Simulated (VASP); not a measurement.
# Ge2P (P4/mmm) in VASP: further runs, part 2 of 2

VASP 6.6.1. The steps go on from the part before.

### 3 Single point, PBE

This run uses another cell than the first one, of the same volume but with other edges.

Input file INCAR:

```
SYSTEM = Ge2P
ALGO = Normal
EDIFF = 1E-6
ENCUT = 520
GGA = PE
ISIF = 2
ISMEAR = 0
LASPH = .True.
LCHARG = .False.
LREAL = .False.
LWAVE = .False.
NBANDS = 24
NELM = 100
PREC = Accurate
SIGMA = 0.1
```

Input file KPOINTS:

```
k-points
0
Gamma
  10 10 18
  0 0 0
```

Input file POSCAR:

```
Ge2P
1.0
    5.0685139710      0.0000000000      0.0000000000
    0.0000000000      5.0685139710      0.0000000000
    0.0000000000      0.0000000000      2.5537086537
Ge P
2 1
Direct
    0.0000000000      0.5000000000      0.0000000000
    0.5000000000      0.0000000000      0.0000000000
    0.0000000000      0.0000000000      0.0000000000
```

Potentials or basis: VASP PAW PBE potentials, release 64 (Ge_d, P).

Run with:

```bash
$ cat potpaw_PBE.64/Ge_d/POTCAR potpaw_PBE.64/P/POTCAR > POTCAR
$ mpirun -np 1 vasp_std > vasp.out
```

OUTCAR:

```text
SYSTEM = Ge2P
   EDIFF = 1E-6
   ENCUT = 520
   GGA = PE
   ISIF = 2
   ISMEAR = 0
   LASPH = .True.
   LREAL = .False.
   NELM = 100
   PREC = Accurate

 ion  position               nearest neighbor table
   1  0.000  0.500  0.000-   3 2.53   3 2.53
   2  0.500  0.000  0.000-   3 2.53   3 2.53
   3  0.000  0.000  0.000-   1 2.53   2 2.53   1 2.53   2 2.53

  LATTYP: Found a simple tetragonal cell.
 ALAT       =     5.0685139710
 C/A-ratio  =     0.5038377458

  Lattice vectors:

 A1 = (   5.0685139710,   0.0000000000,   0.0000000000)
 A2 = (   0.0000000000,   5.0685139710,   0.0000000000)
 A3 = (   0.0000000000,   0.0000000000,   2.5537086537)

Analysis of symmetry for initial positions (statically):
=====================================================================
 Subroutine PRICEL returns:
 Original cell was already a primitive cell.

 Routine SETGRP: Setting up the symmetry group for a
 simple tetragonal supercell.

 Subroutine GETGRP returns: Found 16 space group operations
 (whereof 16 operations were pure point group operations)
 out of a pool of 16 trial point group operations.

The static configuration has the point symmetry D_4h.

Analysis of symmetry for dynamics (positions and initial velocities):
=====================================================================
 Subroutine PRICEL returns:
 Original cell was already a primitive cell.

 Routine SETGRP: Setting up the symmetry group for a
 simple tetragonal supercell.

 Subroutine GETGRP returns: Found 16 space group operations
 (whereof 16 operations were pure point group operations)
 out of a pool of 16 trial point group operations.

The dynamic configuration has the point symmetry D_4h.

 Subroutine INISYM returns: Found 16 space group operations
 (whereof 16 operations are pure point group operations),
 and found     1 'primitive' translations

----------------------------------------------------------------------------------------

                                     Primitive cell

  volume of cell :      65.6044

  direct lattice vectors                    reciprocal lattice vectors
     5.068513971  0.000000000  0.000000000     0.197296487  0.000000000  0.000000000
     0.000000000  5.068513971  0.000000000     0.000000000  0.197296487  0.000000000
     0.000000000  0.000000000  2.553708654     0.000000000  0.000000000  0.391587348

  length of vectors
     5.068513971  5.068513971  2.553708654     0.197296487  0.197296487  0.391587348

  position of ions in fractional coordinates (direct lattice)
     0.000000000  0.500000000  0.000000000
     0.500000000  0.000000000  0.000000000
     0.000000000  0.000000000  0.000000000

  ion indices of the primitive-cell ions
   primitive index   ion index
                 1           1
                 2           2
                 3           3

----------------------------------------------------------------------------------------

 KPOINTS: k-points

Automatic generation of k-mesh.
 Grid dimensions read from file:
 generate k-points for:   10   10   18

 Generating k-lattice:

  Cartesian coordinates                     Fractional coordinates (reciprocal lattice)
     0.019729649  0.000000000  0.000000000     0.100000000  0.000000000  0.000000000
     0.000000000  0.019729649  0.000000000     0.000000000  0.100000000  0.000000000
     0.000000000  0.000000000  0.021754853     0.000000000  0.000000000  0.055555556

  Length of vectors
     0.019729649  0.019729649  0.021754853

  Shift w.r.t. Gamma in fractional coordinates (k-lattice)
     0.000000000  0.000000000  0.000000000

 Subroutine IBZKPT returns following result:
 ===========================================

 Found    210 irreducible k-points:

 Following reciprocal coordinates:
            Coordinates               Weight
  0.000000  0.000000  0.000000      1.000000
  0.100000  0.000000  0.000000      4.000000
  0.200000  0.000000  0.000000      4.000000
  0.300000  0.000000  0.000000      4.000000
  0.400000  0.000000  0.000000      4.000000
  0.500000  0.000000  0.000000      2.000000
[... 16 lines left out ...]
  0.100000  0.000000  0.055556      8.000000
  0.200000  0.000000  0.055556      8.000000
 [... further k-points ...]
   k-points           NKPTS =    210   k-points in BZ     NKDIM =    210   number of bands    NBANDS=     24
   number of dos      NEDOS =    301   number of ions     NIONS =      3
   total plane-waves  NPLWV =  32000
   dimension x,y,z NGX =    40 NGY =   40 NGZ =   20
   dimension x,y,z NGXF=    80 NGYF=   80 NGZF=   40
   ions per type =               2   1
   NGX,Y,Z   is equivalent  to a cutoff of  13.12, 13.12, 13.02 a.u.
   NGXF,Y,Z  is equivalent  to a cutoff of  26.24, 26.24, 26.04 a.u.
 SYSTEM =  Ge2P
   PREC   = accura    normal or accurate (medium, high low for compatibility)
   ISTART =      0    job   : 0-new  1-cont  2-samecut
   ICHARG =      2    charge: 1-file 2-atom 10-const
   ISPIN  =      1    spin polarized calculation?
   LNONCOLLINEAR =      F non collinear calculations
   LSORBIT =      F    spin-orbit coupling
   LASPH  =      T    aspherical Exc in radial PAW
   ENCUT  =  520.0 eV  38.22 Ry    6.18 a.u.   9.42  9.42  4.75*2*pi/ulx,y,z
   NELM   =    100;   NELMIN=  2; NELMDL= -5     # of ELM steps
   EDIFF  = 0.1E-05   stopping-criterion for ELM
   LREAL  =      F    real-space projection
   EDIFFG = 0.1E-04   stopping-criterion for IOM
   NSW    =      0    number of steps for IOM
   IBRION =     -1    ionic relax: 0-MD 1-quasi-New 2-CG
   NFREE  =      0    steps in history (QN), initial steepest desc. (CG)
   ISIF   =      2    stress and relaxation
   ISYM   =      2    0-nonsym 1-usesym 2-fastsym
   POTIM  = 0.5000    time-step for ionic-motion
   TEBEG  =    0.0;   TEEND  =   0.0 temperature during run
   PSTRESS=    0.0 pullay stress
   NELECT =      33.0000    total number of electrons
   NUPDOWN=      -1.0000    fix difference up-down
   EMIN   =  10.00;   EMAX   =-10.00  energy-range for DOS
   EFERMI =   0.00;   METHOD = LEGACY
   ISMEAR =     0;   SIGMA  =   0.10  broadening in eV -4-tet -1-fermi 0-gaus
   EFERMI_NEDOS =   21; number of points for ismear=-14 and -15
   IALGO  =     38    algorithm
   IMIX   =      4    mixing-type and parameters
     AMIX     =   0.40;   BMIX     =  1.00
     AMIX_MAG =   1.60;   BMIX_MAG =  1.00
  volume/ion in A,a.u.               =      21.87       147.57
  Fermi-wavevector in a.u.,A,eV,Ry     =   1.301973  2.460372 23.063689  1.695133
  Thomas-Fermi vector in A             =   2.433071
   LORBIT       =      0    0 simple, 1 ext, 2 COOP (PROOUT), +10 PAW based schemes
   GGA     = PE    functional components
   LHFCALC =     F    Hartree Fock is set to
   AEXX    =    0.0000 exact exchange contribution
   IVDW    =     0    specifies the selected vdW correction
   LEPSILON=     F    determine dielectric tensor
   LRPA    =     F    only Hartree local field effects (RPA)
 non-spin polarized calculation
 Gauss-broadening in eV      SIGMA  =   0.10
  energy-cutoff  :      520.00
  volume of cell :       65.60
 maximum number of plane-waves:      1792
 NGX is ok and might be reduce to    40

 number of electron      32.9999983 magnetization

 Free energy of the ion-electron system (eV)
  ---------------------------------------------------
  ext. energy  EPLUGINS =         0.00000000
  ---------------------------------------------------
  free energy    TOTEN  =       -13.05774964 eV

  energy without entropy =      -13.04917312  energy(sigma->0) =      -13.05346138

 E-fermi :   5.0462     XC(G=0):  -9.9287

 val. band max:        5.0436728977   @ k =   0.1000   0.0000   0.1111
 cond. band min:       5.0466344545   @ k =   0.5000   0.5000   0.4444
 fundamental gap:      0.0029615568
 Fermi energy:         5.0462218291

 k-point     1 :       0.0000    0.0000    0.0000
  band No.  band energies     occupation
      1     -19.8188      2.00000
      2     -19.8114      2.00000
      3     -19.7186      2.00000
      4     -19.7044      2.00000
      5     -19.6984      2.00000
      6     -19.6771      2.00000
[... 16 lines left out ...]
     23      14.2190      0.00000
     24      15.4569      0.00000

 k-point     2 :       0.1000    0.0000    0.0000
  band No.  band energies     occupation
      1     -19.8186      2.00000
      2     -19.8116      2.00000
      3     -19.7180      2.00000
      4     -19.7038      2.00000
      5     -19.6988      2.00000
      6     -19.6779      2.00000
[... 586 lines left out ...]
 k-point    24 :       0.2000    0.0000    0.0556
  band No.  band energies     occupation
      1     -19.8081      2.00000
      2     -19.8021      2.00000
      3     -19.7157      2.00000
      4     -19.7014      2.00000
      5     -19.6993      2.00000
      6     -19.6794      2.00000
[... 16 lines left out ...]
     23      15.0609      0.00000
     24      15.3628      0.00000

 [... further k-points ...]
[... 5 lines left out ...]
  --------------------------------------------------------------------------------------
  -------------------------------------------------------------------------------------
  Total       -0.0248913     -0.0248913     -0.0149581      0.0000000      0.0000000      0.0000000
  in kB       -0.6078904     -0.6078904     -0.3653029      0.0000000      0.0000000      0.0000000
  external PRESSURE =      -0.5270279 kB  Pullay stress =       0.0000000 kB

 VOLUME and BASIS-vectors are now :
 -----------------------------------------------------------------------------
  energy-cutoff  :      520.00
  volume of cell :       65.60
      direct lattice vectors                 reciprocal lattice vectors
     5.068513971  0.000000000  0.000000000     0.197296487  0.000000000  0.000000000
     0.000000000  5.068513971  0.000000000     0.000000000  0.197296487  0.000000000
     0.000000000  0.000000000  2.553708654     0.000000000  0.000000000  0.391587348

 POSITION                                       TOTAL-FORCE (eV/Angst)
 -----------------------------------------------------------------------------------
      0.00000      2.53426      0.00000         0.000000      0.000000      0.000000
      2.53426      0.00000      0.00000         0.000000      0.000000      0.000000
      0.00000      0.00000      0.00000         0.000000      0.000000      0.000000
 -----------------------------------------------------------------------------------
    total drift:                               -0.000000     -0.000000     -0.000000

  FREE ENERGIE OF THE ION-ELECTRON SYSTEM (eV)
  ---------------------------------------------------
  free  energy   TOTEN  =       -13.0577496399 eV

  energy  without entropy=      -13.0491731213  energy(sigma->0) =      -13.05346138
```

Wall time 5.3 min (1 thread of Intel Xeon 8259CL, shared host); peak memory 0.38 GiB.

Results:

* Free energy: -13.0577 eV
* Pressure: -0.1 GPa
* Band gap on the k mesh: zero (an odd number of electrons rules out a gap without spin polarisation)

Levels at points of the mesh, in eV from the Fermi level:
| k point | band 14 | band 15 | band 16 | band 17 | band 18 | band 19 |
| --- | --- | --- | --- | --- | --- | --- |
| (0.00, 0.00, 0.00) | -6.09 | -6.09 | -0.08 | -0.08 | 3.84 | 4.01 |
| (0.50, 0.00, 0.00) | -5.81 | -1.66 | -1.58 | -0.23 | 0.39 | 6.06 |
| (0.50, 0.50, 0.00) | -3.86 | -0.48 | -0.48 | -0.10 | 1.05 | 1.95 |
| (0.00, 0.00, 0.50) | -2.90 | -2.90 | -2.65 | -2.60 | -1.77 | 3.33 |
| (0.50, 0.00, 0.50) | -3.67 | -3.35 | -2.70 | -2.08 | 2.39 | 2.58 |
| (0.50, 0.50, 0.50) | -5.33 | -3.59 | -3.59 | 0.32 | 3.03 | 3.03 |
